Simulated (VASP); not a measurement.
Here is a VASP 6.6.1 calculation.

Contents of INCAR:

```
ALGO = Normal
EDIFF = 1E-7
ENCUT = 520
GGA = PS
ISIF = 2
ISMEAR = 0
LASPH = T
LCHARG = T
LELF = T
LREAL = F
LVHAR = T
LWAVE = F
NBANDS = 22
NELM = 60
PREC = Accurate
SIGMA = 0.15
```

KPOINTS

```
k-points
0
Gamma
  10 10 10
```

Contents of POSCAR:

```
GaSb3
1.0
    0.0000000000      3.6466703981      3.7805032017
    3.6466703981      0.0000000000      3.7805032017
    3.6466703981      3.6466703981      0.0000000000
Ga Sb
1 3
Direct
    0.0000000000      0.0000000000      0.0000000000
    0.2500000000      0.2500000000      0.2500000000
    0.7500000000      0.7500000000      0.7500000000
    0.5000000000      0.5000000000      0.5000000000
```

Potentials or basis: VASP PAW PBE potentials, release 64 (Ga_d, Sb).

Run with:

```bash
$ cat potpaw_PBE.64/Ga_d/POTCAR potpaw_PBE.64/Sb/POTCAR > POTCAR
$ mpirun -np 1 vasp_std > vasp.out
```

(1) What does it give for the band gap on the k mesh?

(2) Estimate the pressure.

## Answers

(1) zero (bands 14 and 15 overlap by 4.06 eV).

(2) -2.0 GPa.

Caveat: the cell differs from its parent crystal (engineering shear strain xz +0.0000, normal strain along z +0.0367); the PAW data sets were made with another functional, which shifts forces and pressure a little; spin-orbit coupling is left out, which moves the levels of the heavy elements.
